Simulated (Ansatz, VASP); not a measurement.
## One calculation of Ni, two programs

```
Ni
1.0
     0.00000    1.77361    1.77361
     1.77361    0.00000    1.77361
     1.77361    1.77361    0.00000
Ni
1
Direct
  0.00000 0.00000 0.00000
```

Alike in both runs: task single point; functional PBE; k mesh 14 × 14 × 14; occupations methfessel-paxton of order 1, width 0.3 eV; collinear spin.

|  | VASP | Ansatz |
| --- | --- | --- |
| version | VASP 6.6.1 | Ansatz 0.2.0 |
| potentials or method | VASP PAW PBE potentials, release 64 (Ni), cutoff 520 eV | plane waves, PAW |
| valence electrons in the cell | 10 | 18 |

VASP gave:

* net moment per atom (μB): 0.62
* size of the moment on the site where the two differ most (μB): 0.64

Question: Estimate Ansatz's values.

Answer: net moment per atom (μB): 0.64; size of the moment on the site where the two differ most (μB): 0.68.

Site moments also hang on the region over which each program counts them. With one functional, cell and mesh, what is left measures potentials, basis and numerics. VASP's potentials hold 10 valence electrons a cell and Ansatz's 18, so a difference there can come from the potentials and not from the codes. Ansatz's warnings: stability check not made.
